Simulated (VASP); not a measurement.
Runs of VASP 6.6.1 on LiF. The structure is that of space group F-43m (No. 216), or close to it. The cells are those of the table. 

| task | cell | k mesh | cutoff (eV) | smearing | gap on the mesh (eV) | pressure (GPa) | relaxed volume (Å³/atom) |
| --- | --- | --- | --- | --- | --- | --- | --- |
| relaxation of cell and atoms | relaxed from a = 3.083 Å, angles 60.0°, 2 atoms | 10 × 10 × 10 | 600 | gaussian 0.02 eV | 7.67 | -0.1 | 10.33 |
| single point | a = 3.083 Å, angles 60.0°, 2 atoms | 8 × 8 × 8 | 520 | gaussian 0.1 eV | 7.65 | - | - |
| relaxation of cell and atoms | relaxed from a = 2.874 Å, angles 60.0°, 2 atoms | 8 × 8 × 8 | 600 | gaussian 0.1 eV | 7.65 | -0.1 | (b) |
| single point | a = 2.874 Å, angles 60.0°, 2 atoms | 8 × 8 × 8 | 520 | gaussian 0.1 eV | (a) | - | - |
| single point | a = 3.086 Å, angles 60.0°, 2 atoms | 10 × 10 × 10 | 520 | gaussian 0.02 eV | 7.64 | - | - |

Alike in all rows: level PBE; potentials or basis VASP PAW PBE potentials, release 64 (Li_sv, F); no spin polarisation.

Question: Fill in the values left out.

Answer: (a) 8.88; (b) 10.38.

Caveats: the cutoff is under 1.25 times the usual one of these potentials, so pressure, stress and relaxed cells hold a basis-set (Pulay) error; the volume moved by over 15 % at a fixed basis, so the end points are rough (some runs).

A k mesh can miss the band edges.
